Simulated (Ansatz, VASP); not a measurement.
**RbBi3 in VASP and in Ansatz**

File INCAR:

```
SYSTEM = RbBi3
PREC = Accurate
ENCUT = 600
EDIFF = 1E-7
ISMEAR = 0
SIGMA = 0.1
LREAL = .False.
LASPH = .True.
NELM = 60
ALGO = Fast
ISIF = 3
LWAVE = .False.
LCHARG = .False.
GGA = PE
IBRION = 2
NSW = 100
EDIFFG = -0.01
```

KPOINTS

```
regular mesh
0
Gamma
  10 10 10
  0 0 0
```

Contents of POSCAR:

```
RbBi3
1.0
    5.0697962746      0.0000000000      0.0000000000
    0.0000000000      5.0697962746      0.0000000000
    0.0000000000      0.0000000000      5.0697962746
Rb Bi
1 3
Direct
    0.0000000000      0.0000000000      0.0000000000
    0.0000000000      0.5000000000      0.5000000000
    0.5000000000      0.0000000000      0.5000000000
    0.5000000000      0.5000000000      0.0000000000
```

Input for Ansatz:

```yaml
crystal:
  lattice:
    - [5.0697962746, 0.0, 0.0]
    - [0.0, 5.0697962746, 0.0]
    - [0.0, 0.0, 5.0697962746]
  atoms:
    - { symbol: Rb, position: [0.0, 0.0, 0.0] }
    - { symbol: Bi, position: [0.0, 0.5, 0.5] }
    - { symbol: Bi, position: [0.5, 0.0, 0.5] }
    - { symbol: Bi, position: [0.5, 0.5, 0.0] }
basis:
  ecutwfc: 420
kpoints:
  mp_grid: { grid: [10, 10, 10] }
hamiltonian:
  xc: pbe
scf:
  occupations: { method: gaussian, width: 0.1 }
output:
  forces: true
  stress: true
  eigenvalues: true
relax:
  adjacent_minimum: "off"
  f_tol: 0.01
  max_steps: 80
  cell: { stress_tol: 0.05 }
```

Alike in both runs: task relaxation of cell and atoms; functional PBE; k mesh 10 × 10 × 10; occupations gaussian, width 0.1 eV; no spin polarisation.

|  | VASP | Ansatz |
| --- | --- | --- |
| version | VASP 6.6.1 | Ansatz 0.2.0 |
| potentials or method | VASP PAW PBE potentials, release 64 (Rb_sv, Bi_d), cutoff 600 eV | scalar-relativistic, plane waves, PAW |
| valence electrons in the cell | 54 | 54 |

|  | VASP | Ansatz | Ansatz less VASP |
| --- | --- | --- | --- |
| gap on the k mesh at the Fermi level, each at its own relaxed structure (eV) | none | none | - |
| relaxed volume (Å³/atom) | 34.15 | 34.15 | -0.005 |
| relaxed length of the cell vector where the two differ most in proportion (Å) | 5.150 | 5.150 | -0.0002 |

A gap of «none» marks a metal or a gap that the smearing closes.

Spin-orbit coupling is off throughout.
